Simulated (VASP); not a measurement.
# TaSi (CsCl type) (Pm-3m) in VASP: further runs

TaSi (CsCl type) is run at these levels: PBE; tasks: single point.

All numbers are computed with VASP 6.6.1; they aren't measurements. Logs are shortened: lines on timing, memory, paths and dates and some standing lists are left out, and cuts for length are marked.

## 1. The cell of the first run

The structure is cubic, space group Pm-3m (No. 221). Conventional cell: a = 2.536 Å, b = 2.536 Å, c = 2.536 Å, α = 90.00°, β = 90.00°, γ = 90.00°. Within 2.9 Å of Ta (site symmetry m-3m) lie 8 Si at 2.20 Å and 6 Ta at 2.54 Å. Within 2.9 Å of Si (site symmetry m-3m) lie 8 Ta at 2.20 Å and 6 Si at 2.54 Å.

## 2. Single point, PBE

The input, INCAR:

```
ALGO = Normal ; EDIFF = 1E-6
ENCUT = 520 ; GGA = PE
ISIF = 2 ; ISMEAR = -1
LASPH = True ; LCHARG = False
LREAL = False ; LWAVE = False
NBANDS = 14 ; NELM = 100
PREC = Accurate ; SIGMA = 0.1
```

The input, KPOINTS:

```
k-points
0
Gamma
  16 16 16
```

The input, POSCAR:

```
TaSi
1.0
    2.5358406848      0.0000000000      0.0000000000
    0.0000000000      2.5358406848      0.0000000000
    0.0000000000      0.0000000000      2.5358406848
Ta Si
1 1
Direct
    0.0000000000      0.0000000000      0.0000000000
    0.5000000000      0.5000000000      0.5000000000
```

Potentials or basis: VASP PAW PBE potentials, release 64 (Ta_pv, Si).

The run is started by

```console
cat potpaw_PBE.64/Ta_pv/POTCAR potpaw_PBE.64/Si/POTCAR > POTCAR
mpirun -np 1 vasp_std > vasp.out
```

OUTCAR:

```text
EDIFF = 1E-6
   ENCUT = 520
   GGA = PE
   ISIF = 2
   ISMEAR = -1
   LASPH = True
   LREAL = False
   NELM = 100
   PREC = Accurate

 ion  position               nearest neighbor table
   1  0.000  0.000  0.000-   2 2.20   2 2.20   2 2.20   2 2.20   2 2.20   2 2.20   2 2.20   2 2.20

   2  0.500  0.500  0.500-   1 2.20   1 2.20   1 2.20   1 2.20   1 2.20   1 2.20   1 2.20   1 2.20

  LATTYP: Found a simple cubic cell.
 ALAT       =     2.5358406848

  Lattice vectors:

 A1 = (   2.5358406848,   0.0000000000,   0.0000000000)
 A2 = (   0.0000000000,   2.5358406848,   0.0000000000)
 A3 = (   0.0000000000,   0.0000000000,   2.5358406848)

Analysis of symmetry for initial positions (statically):
=====================================================================
 Subroutine PRICEL returns:
 Original cell was already a primitive cell.

 Routine SETGRP: Setting up the symmetry group for a
 simple cubic supercell.

 Subroutine GETGRP returns: Found 48 space group operations
 (whereof 48 operations were pure point group operations)
 out of a pool of 48 trial point group operations.

The static configuration has the point symmetry O_h .

Analysis of symmetry for dynamics (positions and initial velocities):
=====================================================================
 Subroutine PRICEL returns:
 Original cell was already a primitive cell.

 Routine SETGRP: Setting up the symmetry group for a
 simple cubic supercell.

 Subroutine GETGRP returns: Found 48 space group operations
 (whereof 48 operations were pure point group operations)
 out of a pool of 48 trial point group operations.

The dynamic configuration has the point symmetry O_h .

 Subroutine INISYM returns: Found 48 space group operations
 (whereof 48 operations are pure point group operations),
 and found     1 'primitive' translations

----------------------------------------------------------------------------------------

                                     Primitive cell

  volume of cell :      16.3067

  direct lattice vectors                    reciprocal lattice vectors
     2.535840685  0.000000000  0.000000000     0.394346540  0.000000000  0.000000000
     0.000000000  2.535840685  0.000000000     0.000000000  0.394346540  0.000000000
     0.000000000  0.000000000  2.535840685     0.000000000  0.000000000  0.394346540

  length of vectors
     2.535840685  2.535840685  2.535840685     0.394346540  0.394346540  0.394346540

  position of ions in fractional coordinates (direct lattice)
     0.000000000  0.000000000  0.000000000
     0.500000000  0.500000000  0.500000000

  ion indices of the primitive-cell ions
   primitive index   ion index
                 1           1
                 2           2

----------------------------------------------------------------------------------------

 KPOINTS: k-points

Automatic generation of k-mesh.
 Grid dimensions read from file:
 generate k-points for:   16   16   16

 Generating k-lattice:

  Cartesian coordinates                     Fractional coordinates (reciprocal lattice)
     0.024646659  0.000000000  0.000000000     0.062500000  0.000000000  0.000000000
     0.000000000  0.024646659  0.000000000     0.000000000  0.062500000  0.000000000
     0.000000000  0.000000000  0.024646659     0.000000000  0.000000000  0.062500000

  Length of vectors
     0.024646659  0.024646659  0.024646659

  Shift w.r.t. Gamma in fractional coordinates (k-lattice)
     0.000000000  0.000000000  0.000000000

 Subroutine IBZKPT returns following result:
 ===========================================

 Found    165 irreducible k-points:

 Following reciprocal coordinates:
            Coordinates               Weight
  0.000000  0.000000  0.000000      1.000000
  0.062500  0.000000  0.000000      6.000000
  0.125000  0.000000  0.000000      6.000000
  0.187500  0.000000  0.000000      6.000000
  0.250000  0.000000  0.000000      6.000000
  0.312500  0.000000  0.000000      6.000000
[... 16 lines left out ...]
  0.437500  0.125000  0.000000     24.000000
  0.500000  0.125000  0.000000     12.000000
 [... further k-points ...]
   k-points           NKPTS =    165   k-points in BZ     NKDIM =    165   number of bands    NBANDS=     14
   number of dos      NEDOS =    301   number of ions     NIONS =      2
   total plane-waves  NPLWV =   8000
   dimension x,y,z NGX =    20 NGY =   20 NGZ =   20
   dimension x,y,z NGXF=    40 NGYF=   40 NGZF=   40
   ions per type =               1   1
   NGX,Y,Z   is equivalent  to a cutoff of  13.11, 13.11, 13.11 a.u.
   NGXF,Y,Z  is equivalent  to a cutoff of  26.22, 26.22, 26.22 a.u.
 SYSTEM =  unknown system
   PREC   = accura    normal or accurate (medium, high low for compatibility)
   ISTART =      0    job   : 0-new  1-cont  2-samecut
   ICHARG =      2    charge: 1-file 2-atom 10-const
   ISPIN  =      1    spin polarized calculation?
   LNONCOLLINEAR =      F non collinear calculations
   LSORBIT =      F    spin-orbit coupling
   LASPH  =      T    aspherical Exc in radial PAW
   ENCUT  =  520.0 eV  38.22 Ry    6.18 a.u.   4.71  4.71  4.71*2*pi/ulx,y,z
   NELM   =    100;   NELMIN=  2; NELMDL= -5     # of ELM steps
   EDIFF  = 0.1E-05   stopping-criterion for ELM
   LREAL  =      F    real-space projection
   EDIFFG = 0.1E-04   stopping-criterion for IOM
   NSW    =      0    number of steps for IOM
   IBRION =     -1    ionic relax: 0-MD 1-quasi-New 2-CG
   NFREE  =      0    steps in history (QN), initial steepest desc. (CG)
   ISIF   =      2    stress and relaxation
   ISYM   =      2    0-nonsym 1-usesym 2-fastsym
   POTIM  = 0.5000    time-step for ionic-motion
   TEBEG  =    0.0;   TEEND  =   0.0 temperature during run
   PSTRESS=    0.0 pullay stress
   NELECT =      15.0000    total number of electrons
   NUPDOWN=      -1.0000    fix difference up-down
   EMIN   =  10.00;   EMAX   =-10.00  energy-range for DOS
   EFERMI =   0.00;   METHOD = LEGACY
   ISMEAR =    -1;   SIGMA  =   0.10  broadening in eV -4-tet -1-fermi 0-gaus
   EFERMI_NEDOS =   21; number of points for ismear=-14 and -15
   IALGO  =     38    algorithm
   IMIX   =      4    mixing-type and parameters
     AMIX     =   0.40;   BMIX     =  1.00
     AMIX_MAG =   1.60;   BMIX_MAG =  1.00
  volume/ion in A,a.u.               =       8.15        55.02
  Fermi-wavevector in a.u.,A,eV,Ry     =   1.592147  3.008722 34.489864  2.534933
  Thomas-Fermi vector in A             =   2.690578
   LORBIT       =      0    0 simple, 1 ext, 2 COOP (PROOUT), +10 PAW based schemes
   GGA     = PE    functional components
   LHFCALC =     F    Hartree Fock is set to
   AEXX    =    0.0000 exact exchange contribution
   IVDW    =     0    specifies the selected vdW correction
   LEPSILON=     F    determine dielectric tensor
   LRPA    =     F    only Hartree local field effects (RPA)
 non-spin polarized calculation
  energy-cutoff  :      520.00
  volume of cell :       16.31
 maximum number of plane-waves:       461
 NGX is ok and might be reduce to    20
   NGX =  9   NGY =  9   NGZ =  9

 number of electron      15.0000001 magnetization

 Free energy of the ion-electron system (eV)
  ---------------------------------------------------
  ext. energy  EPLUGINS =         0.00000000
  ---------------------------------------------------
  free energy    TOTEN  =        -5.41266918 eV

  energy without entropy =       -5.38968711  energy(sigma->0) =       -5.40117815

 E-fermi :  16.8367     XC(G=0): -15.5567

 val. band max:       16.8350576012   @ k =   0.5000   0.3750   0.0625
 cond. band min:      16.8497453649   @ k =   0.3750   0.3750   0.0625
 fundamental gap:      0.0146877637
 Fermi energy:        16.8366624663

 k-point     1 :       0.0000    0.0000    0.0000
  band No.  band energies     occupation
      1     -15.9379      2.00000
      2     -15.9379      2.00000
      3     -15.9379      2.00000
      4       0.5105      2.00000
      5       9.3418      2.00000
      6       9.3418      2.00000
      7      21.6025      0.00000
      8      21.6025      0.00000
      9      21.6025      0.00000
     10      22.5630      0.00000
     11      22.5630      0.00000
     12      22.5630      0.00000
     13      30.9829      0.00000
     14      30.9829      0.00000

 k-point     2 :       0.0625    0.0000    0.0000
  band No.  band energies     occupation
      1     -16.0837      2.00000
      2     -15.9261      2.00000
      3     -15.9261      2.00000
      4       0.6915      2.00000
      5       9.4171      2.00000
      6       9.4928      2.00000
      7      20.4970      0.00000
      8      20.4970      0.00000
      9      21.6595      0.00000
     10      22.3076      0.00000
     11      23.6235      0.00000
     12      23.6235      0.00000
     13      30.1655      0.00000
     14      31.2522      0.00000

 k-point     3 :       0.1250    0.0000    0.0000
  band No.  band energies     occupation
      1     -16.4818      2.00000
      2     -15.8924      2.00000
      3     -15.8924      2.00000
      4       1.1950      2.00000
      5       9.6400      2.00000
      6       9.8962      2.00000
      7      19.0582      0.00000
      8      19.0582      0.00000
      9      21.7377      0.00000
     10      21.8261      0.00000
     11      24.9372      0.00000
     12      24.9372      0.00000
     13      28.4092      0.00000
     14      31.9007      0.00000
[... 324 lines left out ...]
 k-point    23 :       0.4375    0.1250    0.0000
  band No.  band energies     occupation
      1     -18.8363      2.00000
      2     -16.1050      2.00000
      3     -15.5844      2.00000
      4       6.1339      2.00000
      5       8.5292      2.00000
      6      12.5899      2.00000
      7      14.0501      2.00000
      8      14.5811      2.00000
      9      21.2876      0.00000
     10      22.5314      0.00000
     11      25.9954      0.00000
     12      27.9388      0.00000
     13      31.9092      0.00000
     14      32.5496      0.00000

 k-point    24 :       0.5000    0.1250    0.0000
  band No.  band energies     occupation
      1     -18.9322      2.00000
      2     -16.0899      2.00000
      3     -15.5717      2.00000
      4       6.6735      2.00000
      5       7.9970      2.00000
      6      12.8672      2.00000
      7      13.7928      2.00000
      8      14.4324      2.00000
      9      21.3747      0.00000
     10      22.2996      0.00000
     11      26.6240      0.00000
     12      28.7680      0.00000
     13      31.8704      0.00000
     14      32.0571      0.00000

 [... further k-points ...]
[... 5 lines left out ...]
  --------------------------------------------------------------------------------------
  -------------------------------------------------------------------------------------
  Total       44.4356796     44.4356796     44.4356796      0.0000000      0.0000000      0.0000000
  in kB     4365.9274368   4365.9274368   4365.9274368      0.0000000      0.0000000      0.0000000
  external PRESSURE =    4365.9274368 kB  Pullay stress =       0.0000000 kB

 VOLUME and BASIS-vectors are now :
 -----------------------------------------------------------------------------
  energy-cutoff  :      520.00
  volume of cell :       16.31
      direct lattice vectors                 reciprocal lattice vectors
     2.535840685  0.000000000  0.000000000     0.394346540  0.000000000  0.000000000
     0.000000000  2.535840685  0.000000000     0.000000000  0.394346540  0.000000000
     0.000000000  0.000000000  2.535840685     0.000000000  0.000000000  0.394346540

 POSITION                                       TOTAL-FORCE (eV/Angst)
 -----------------------------------------------------------------------------------
      0.00000      0.00000      0.00000         0.000000      0.000000      0.000000
      1.26792      1.26792      1.26792         0.000000      0.000000      0.000000
 -----------------------------------------------------------------------------------
    total drift:                                0.000000      0.000000      0.000000

  FREE ENERGIE OF THE ION-ELECTRON SYSTEM (eV)
  ---------------------------------------------------
  free  energy   TOTEN  =        -5.4126691798 eV

  energy  without entropy=       -5.3896871130  energy(sigma->0) =       -5.40117815
```

Wall time 10 s (1 thread of Intel Xeon 6975P-C (Granite Rapids), shared host); peak memory 0.16 GiB.

What came out:

| Item | Value |
| --- | --- |
| Free energy | -5.4127 eV |
| Pressure | 436.6 GPa |

Caveat: spin-orbit coupling is left out, which moves the levels of the heavy elements.

## 3. Single point, PBE

This run uses another cell than the first one, of 8.11 Å³/atom, 0.995 times its volume.

The input, INCAR:

```
  ALGO = Normal
  EDIFF = 1E-6
  ENCUT = 520
  GGA = PE
  ISIF = 2
  ISMEAR = -1
  LASPH = T
  LCHARG = F
  LREAL = F
  LWAVE = F
  NBANDS = 14
  NELM = 80
  PREC = Accurate
  SIGMA = 0.1
```

KPOINTS is that of step 2.

The input, POSCAR:

```
TaSi
1.0
    2.5313813511      0.0000000000      0.0000000000
    0.0000000000      2.5313813511      0.0000000000
    0.0000000000      0.0000000000      2.5313813511
Ta Si
1 1
Direct
    0.0000000000      0.0000000000      0.0000000000
    0.5000000000      0.5000000000      0.5000000000
```

Potentials or basis: VASP PAW PBE potentials, release 64 (Ta_pv, Si).

The run is started by

```console
cat potpaw_PBE.64/Ta_pv/POTCAR potpaw_PBE.64/Si/POTCAR > POTCAR
mpirun -np 1 vasp_std > vasp.out
```

It took 11 s on 1 thread of Intel Xeon 6975P-C (Granite Rapids), shared host; peak memory 0.16 GiB.

Results (log left out):

* Free energy: -5.1766 eV
* Pressure: 444.3 GPa

Levels at points of the mesh, in eV from the Fermi level:
| k point | band 4 | band 5 | band 6 | band 7 | band 8 | band 9 | band 10 | band 11 | band 12 | band 13 |
| --- | --- | --- | --- | --- | --- | --- | --- | --- | --- | --- |
| (0.00, 0.00, 0.00) | -16.36 | -7.55 | -7.55 | 4.78 | 4.78 | 4.78 | 5.77 | 5.77 | 5.77 | 14.17 |
| (0.50, 0.00, 0.00) | -10.96 | -7.83 | -4.63 | -2.63 | -2.63 | 3.25 | 6.66 | 10.57 | 12.67 | 12.67 |
| (0.50, 0.50, 0.00) | -13.20 | -5.38 | -2.68 | -2.68 | -0.82 | -0.82 | 8.53 | 10.97 | 12.67 | 13.62 |
| (0.50, 0.50, 0.50) | -10.66 | -10.66 | -10.66 | -1.69 | 8.14 | 8.14 | 8.14 | 11.61 | 11.61 | 16.07 |

Caveat: spin-orbit coupling is left out, which moves the levels of the heavy elements.
